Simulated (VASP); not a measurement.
Bi: electric field gradients with PBE

Bi:

```xyz
2
Lattice="4.4028 0.0000 0.0000 -2.2014 3.8130 0.0000 0.0000 0.0000 11.8290" Properties=species:S:1:pos:R:3 pbc="T T T"
Bi    0.0000    2.5420    2.9573
Bi    2.2014    1.2710    8.8718
```

This cell differs from its parent crystal: equal xx and yy strain of -3 %.

- Program: VASP 6.6.1
- Task: electric field gradients
- Functional: PBE
- Potentials or basis: VASP PAW PBE potentials, release 64 (Bi_d)
- Cutoff: 520 eV
- k mesh: 9 × 9 × 3
- Occupations: fermi-dirac, width 0.03 eV
- Spin: no spin polarisation
- Dipole correction: no
- Further INCAR settings: ALGO = Normal; EDIFF = 1e-08; NBANDS = 22

```yaml
Pressure: -3.6 GPa
Band_gap_on_the_k_mesh: zero (bands 15 and 16 overlap by 2.49 eV)
Largest_electric_field_gradient_by_atom: Bi -124.4 V/Å²
```

Stress tensor (GPa, compression positive):
```
-5.31  0.00  0.00
 0.00 -5.31  0.00
 0.00  0.00 -0.32
```

Levels at points of the mesh, in eV from the Fermi level:
```
           k point  band 12  band 13  band 14  band 15  band 16  band 17  band 18  band 19
(0.00, 0.00, 0.00)   -10.37    -0.95    -0.44     1.69     1.69     1.70     1.70     3.07
```

Electric field gradients, principal values (V/Å²):
| atom | least | middle | greatest (by size) |
| --- | --- | --- | --- |
| 1 Bi | 62.201 | 62.203 | -124.404 |
| 2 Bi | 62.201 | 62.203 | -124.404 |

Wall time 89 s on 1 thread of Intel(R) Xeon(R) Platinum 8488C (Sapphire Rapids), with other jobs on the host, peak memory 0.34 GiB.

Caveat: the cell differs from its parent crystal (equal xx and yy strain of -3 %); the cell stands under tension; without QUAD_EFG the Cq values of the log hold for a quadrupole moment of 1 mb, not for the nuclei; spin-orbit coupling is left out, which moves the levels of the heavy elements.
